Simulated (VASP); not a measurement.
Input of a VASP 6.6.1 run:

Contents of INCAR:

```
  PREC = Accurate
  ENCUT = 520
  EDIFF = 1E-6
  ISMEAR = 0
  SIGMA = 0.1
  LREAL = False
  LASPH = True
  NELM = 100
  ALGO = Normal
  ISIF = 2
  LWAVE = False
  LCHARG = False
  GGA = PE
  NBANDS = 28
```

The input KPOINTS:

```
regular mesh
0
Gamma
  12 12 16
```

The input POSCAR:

```
Ru
1.0
    4.2671661761      0.0000000000      0.0000000000
   -2.1335830880      3.6954743107      0.0000000000
    0.0000000000      0.0000000000      2.6838524263
Ru
3
Direct
    0.0000000000      0.0000000000      0.0000000000
    0.3333333333      0.6666666667      0.5000000000
    0.6666666667      0.3333333333      0.5000000000
```

Potentials or basis: VASP PAW PBE potentials, release 64 (Ru_pv).

Run with:

```console
$ cat potpaw_PBE.64/Ru_pv/POTCAR > POTCAR
$ mpirun -np 1 vasp_std > vasp.out
```

(1) Estimate the band gap on the k mesh.

(2) What does it give for the pressure?

Answers

(1) zero (band 21 reaches 13.45 eV, above the bottom of band 22 at 11.03 eV).

(2) 0.0 GPa.
